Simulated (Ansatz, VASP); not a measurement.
CrCuO2 in VASP and in Ansatz

File INCAR:

```
SYSTEM = CrCuO2
PREC = Accurate
ENCUT = 600
EDIFF = 1E-6
ISMEAR = 0
SIGMA = 0.05
LREAL = .FALSE.
LASPH = .TRUE.
NELM = 200
ALGO = Normal
ISIF = 2
LWAVE = .FALSE.
LCHARG = .FALSE.
LNONCOLLINEAR = .TRUE.
MAGMOM = 0 0 2.71 0 0 0.05 0 0 0 0 0 0
LORBIT = 11
LSORBIT = .TRUE.
GGA_COMPAT = .FALSE.
LORBMOM = .TRUE.
LMAXMIX = 4
LDAU = .TRUE.
LDAUTYPE = 2
LDAUL = 2 2 -1
LDAUU = 2.7 3 0
LDAUJ = 0 0 0
LDAUPRINT = 1
GGA = PE
NBANDS = 49
KPAR = 4
```

KPOINTS

```
regular mesh
0
G
  10 10 10
  0 0 0
```

The input POSCAR:

```
CrCuO2
1.0
    1.4867005117      0.8583469407      5.7000019085
   -1.4867005117      0.8583469407      5.7000019085
    0.0000000000     -1.7166938813      5.7000019085
Cr Cu O
1 1 2
Direct
    0.5000000000      0.5000000000      0.5000000000
    0.0000000000      0.0000000000      0.0000000000
    0.1079200000      0.1079200000      0.1079200000
    0.8920800000      0.8920800000      0.8920800000
```

Input for Ansatz:

```yaml
crystal:
  lattice:
    - [1.4867005117, 0.8583469407, 5.7000019085]
    - [-1.4867005117, 0.8583469407, 5.7000019085]
    - [0.0, -1.7166938813, 5.7000019085]
  atoms:
    - { symbol: Cr, position: [0.5, 0.5, 0.5], spin: 2.71, spin_axis: [0.0, 0.0, 1.0] }
    - { symbol: Cu, position: [0.0, 0.0, 0.0], spin: 0.05, spin_axis: [0.0, 0.0, 1.0] }
    - { symbol: O, position: [0.10792, 0.10792, 0.10792] }
    - { symbol: O, position: [0.89208, 0.89208, 0.89208] }
basis:
  ecutwfc: 420
  ecutrho_ratio: 4
kpoints:
  mp_grid: { grid: [10, 10, 10] }
hamiltonian:
  xc: pbe
  hubbard:
    sites:
      - { species: Cr, l: d, u_eff: 2.7 }
      - { species: Cu, l: d, u_eff: 3.0 }
scf:
  occupations: { method: gaussian, width: 0.05 }
  lower_state_search: "off"
  convergence: { dr2_threshold: 1.0e-09 }
output:
  forces: true
  stress: true
  eigenvalues: true
  populations: true
  hubbard: { sites: [{ species: Cr, l: d }, { species: Cu, l: d }] }
  topological_invariants: true
magnetization:
  noncollinear: true
  spin_orbit: true
checkpoint:
  read: start.run
  write: ck
  compress: false
  write_wavefunctions: false
  write_every: 100000
```

Alike in both runs: task single point; functional PBE; k mesh 10 × 10 × 10; occupations gaussian, width 0.05 eV; non-collinear spin, spin-orbit coupling; Hubbard terms Cr d U = 2.7 eV, Cu d U = 3.0 eV.

|  | VASP | Ansatz |
| --- | --- | --- |
| version | VASP 6.6.1 | Ansatz 0.2.0 |
| potentials or method | VASP PAW PBE potentials, release 64 (Cr_pv, Cu, O), cutoff 600 eV | plane waves, PAW |
| valence electrons in the cell | 35 | 45 |

```tsv
	VASP	Ansatz	Ansatz less VASP
pressure (GPa)	7.6	7.1	-0.47
traceless stress, the component that is largest in VASP (GPa)	-1.70	0.55	+2.247
rms of the force components (eV/Å)	0.131	0.037	-0.0940
net moment per atom (μB)	0.75	0.75	0.000
```

The programs project onto different local orbitals, so the same U acts differently, and such runs can settle in different states. Atom by atom the forces differ by 0.168 eV/Å (rms over components). VASP's potentials hold 35 valence electrons a cell and Ansatz's 45, so a difference there can come from the potentials and not from the codes. Ansatz's warnings: stress scf threshold loose.
